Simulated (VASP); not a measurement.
Sn: single point with RPBE

Crystal: Sn.

```
Sn
1.0
    -1.89628    1.89628    1.89628
     1.89628   -1.89628    1.89628
     1.89628    1.89628   -1.89628
Sn
1
Direct
  0.00000 0.00000 0.00000
```

This cell differs from its parent crystal: volume scaled by 0.96.

* Program: VASP 6.6.1
* Task: single point
* Functional: RPBE
* Potentials or basis: VASP PAW PBE potentials, release 64 (Sn_d)
* Cutoff: 520 eV
* k mesh: 13 × 13 × 13
* Occupations: fermi-dirac, width 0.1 eV
* Spin: no spin polarisation
* Dipole correction: no
* Further INCAR settings: ALGO = Normal; EDIFF = 1e-07; NBANDS = 13

```
Pressure               : 2.2 GPa
Band gap on the k mesh : zero (band 7 reaches 16.16 eV, above the bottom of band 8 at 5.82 eV)
```

Levels at points of the mesh, in eV from the Fermi level:
```csv
k point,band 4,band 5,band 6,band 7,band 8,band 9,band 10,band 11
"(0.00, 0.00, 0.00)",-21.47,-21.47,-11.02,8.02,8.02,8.02,12.09,12.09
```

It took 9 s on 1 thread of Intel(R) Xeon(R) 6975P-C (Granite Rapids), on a shared host, peak memory 0.15 GiB.

Caveat: the PAW data sets were made with another functional, which shifts forces and pressure a little; spin-orbit coupling is left out, which moves the levels of the heavy elements.
